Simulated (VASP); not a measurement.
Crystal: TiAl2.

```xyz
6
Lattice="1.9795 -6.0472 0.0000 1.9795 6.0472 0.0000 0.0000 0.0000 4.0315" Properties=species:S:1:pos:R:3 pbc="T T T"
Ti    1.9795   -1.8021    0.0000
Ti    1.9795    1.8021    0.0000
Al    0.0000    0.0000    0.0000
Al    1.9795   -3.9186    2.0158
Al    1.9795    3.9186    2.0158
Al    1.9795    0.0000    2.0158
```

Base run:

* Program: VASP 6.6.1
* Functional: r2SCAN
* Potentials or basis: VASP PAW PBE potentials, release 64 (Ti_sv, Al)
* Cutoff: 520 eV
* k mesh: 10 × 10 × 8, shifted
* Occupations: gaussian, width 0.1 eV
* Spin: no spin polarisation

Its results: pressure -1.8 GPa; largest force 0.963 eV/Å.

Task: The run is repeated on the same cell with these changes: k mesh from 10 × 10 × 8, shifted to 1 × 1 × 1, through Γ. What comes out?

Result: Pressure -1.2 GPa; largest force 2.197 eV/Å.

Caveats: some runs use coarse meshes; the PAW data sets were made with another functional, which shifts forces and pressure a little.
